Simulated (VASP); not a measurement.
Crystal: SnO.

```
Sn O
1.0
     3.35500    0.00000    0.00000
     0.00000    5.67410    0.00000
     0.00000    0.00000    4.22197
Sn O
2 2
Direct
  0.00000 0.23191 0.51314
  0.50000 0.76809 0.01314
  0.00000 0.89125 0.73686
  0.50000 0.10875 0.23686
```

- Program: VASP 6.6.1
- Task: relaxation of cell and atoms
- Functional: LDA
- Potentials or basis: VASP PAW LDA potentials, release 64 (Sn_d, O)
- Cutoff: 600 eV
- k mesh: 5 × 3 × 4
- Occupations: gaussian, width 0.01 eV
- Spin: no spin polarisation

At the start: pressure -5.2 GPa; volume 20.09 Å³/atom.

Q: Where does the relaxation end?

A: Over 38 steps the energy falls by 34.6 meV/atom and the volume is 17.10 Å³/atom (-14.9 %); space group Pmn2_1 (No. 31, to 0.05 Å).

The path:
| step | energy change (eV) | largest force (eV/Å) | pressure (GPa) | volume (Å³) |
| --- | --- | --- | --- | --- |
| 1 | 0.0000 | 0.6500 | -5.25 | 80.37 |
| 2 | 0.0062 | 1.4572 | 5.66 | 72.96 |
| 3 | -0.0785 | 0.3078 | -0.45 | 76.58 |
| 4 | -0.0905 | 0.2141 | -0.39 | 75.77 |
| 5 | -0.0994 | 0.0669 | -0.26 | 74.49 |
| 6 | -0.0996 | 0.0958 | -0.25 | 74.25 |
| 7 | -0.1039 | 0.0903 | 0.05 | 73.57 |
| 8 | -0.1095 | 0.1621 | 0.81 | 71.88 |
| 9 | -0.1118 | 0.1081 | 0.40 | 71.82 |
| 10 | -0.1135 | 0.1068 | -0.34 | 71.69 |
| 11 | -0.1143 | 0.1021 | -0.31 | 71.51 |
| 12 | -0.1161 | 0.0898 | -0.20 | 70.98 |
| 13 | -0.1163 | 0.0768 | 0.00 | 69.90 |
| 14 | -0.1167 | 0.0811 | -0.13 | 70.44 |
| 15 | -0.1188 | 0.0837 | 0.13 | 70.13 |
| 16 | -0.1220 | 0.1629 | 0.94 | 69.22 |
| 17 | -0.1229 | 0.1518 | 0.86 | 69.19 |
| 18 | -0.1253 | 0.1401 | 0.65 | 69.10 |
| 19 | -0.1286 | 0.1343 | 0.21 | 68.92 |
| 20 | -0.1279 | 0.2368 | -0.56 | 68.54 |
| 21 | -0.1295 | 0.1592 | -0.09 | 68.76 |
| 22 | -0.1312 | 0.1307 | -0.08 | 68.68 |
| 23 | -0.1336 | 0.0621 | -0.08 | 68.44 |
| 24 | -0.1337 | 0.0580 | -0.03 | 68.39 |
| 25 | -0.1343 | 0.0338 | 0.07 | 68.34 |
| 26 | -0.1356 | 0.0560 | 0.43 | 68.19 |
| 27 | -0.1344 | 0.2189 | 1.18 | 67.87 |
| 28 | -0.1357 | 0.0987 | 0.66 | 68.11 |
| 29 | -0.1361 | 0.0912 | 0.58 | 68.14 |
| 30 | -0.1369 | 0.0651 | 0.44 | 68.24 |
| 31 | -0.1378 | 0.0679 | 0.07 | 68.43 |
| 32 | -0.1378 | 0.0712 | -0.02 | 68.46 |
| 33 | -0.1379 | 0.0577 | -0.04 | 68.46 |
| 34 | -0.1381 | 0.0218 | -0.07 | 68.48 |
| 35 | -0.1381 | 0.0157 | -0.09 | 68.48 |
| 36 | -0.1382 | 0.0109 | -0.02 | 68.44 |
| 37 | -0.1382 | 0.0186 | 0.08 | 68.38 |
| 38 | -0.1382 | 0.0075 | 0.05 | 68.38 |

Final structure:
```cif
data_structure
_symmetry_space_group_name_H-M 'P 1'
_symmetry_Int_Tables_number 1
_cell_length_a 3.3040
_cell_length_b 5.6829
_cell_length_c 3.6420
_cell_angle_alpha 90.000
_cell_angle_beta 90.000
_cell_angle_gamma 90.000
_cell_volume 68.38
loop_
_atom_site_label
_atom_site_type_symbol
_atom_site_fract_x
_atom_site_fract_y
_atom_site_fract_z
_atom_site_occupancy
Sn1 Sn 0.00000 0.23734 0.53877 1
Sn2 Sn 0.50000 0.76266 0.03877 1
O1 O 0.00000 0.88057 0.71123 1
O2 O 0.50000 0.11943 0.21123 1
```
